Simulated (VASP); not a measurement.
GdSe, 2 atoms in the cell. The structure is cubic, space group Fm-3m (No. 225). Conventional cell: a = 5.771 Å, b = 5.771 Å, c = 5.771 Å, α = 90.00°, β = 90.00°, γ = 90.00°. Gd (site symmetry m-3m) has 6 Se at 2.89 Å within 3.8 Å. Se (site symmetry m-3m) has 6 Gd at 2.89 Å within 3.8 Å. 

```yaml
Program: VASP 6.6.1
Task: single point
Functional: PBEsol
Potentials_or_basis: VASP PAW PBE potentials, release 64 (Gd, Se)
Cutoff: 520 eV
k_mesh: 5 × 5 × 5
Occupations: fermi-dirac, width 0.15 eV
Spin: collinear spin, ferromagnetic start
Starting_moments: "[7.0, 0.0] μB"
Dipole_correction: no
Further_INCAR_settings: ALGO = Normal; EDIFF = 1e-07; NBANDS = 23
```

Potentials or basis: VASP PAW PBE potentials, release 64 (Gd, Se).

The run is started by

```bash
$ cat potpaw_PBE.64/Gd/POTCAR potpaw_PBE.64/Se/POTCAR > POTCAR
$ mpirun -np 1 vasp_std > vasp.out
```

Hardware: 1 thread of AMD EPYC 7R13 Processor (Zen 3), on a shared host.

Task: How long does it take, and how much memory?

Result: Run time: 41 s on 1 thread of AMD EPYC 7R13 Processor (Zen 3), with other jobs on the host, peak memory 0.17 GiB. Counts: scf iterations 21, k points 10.
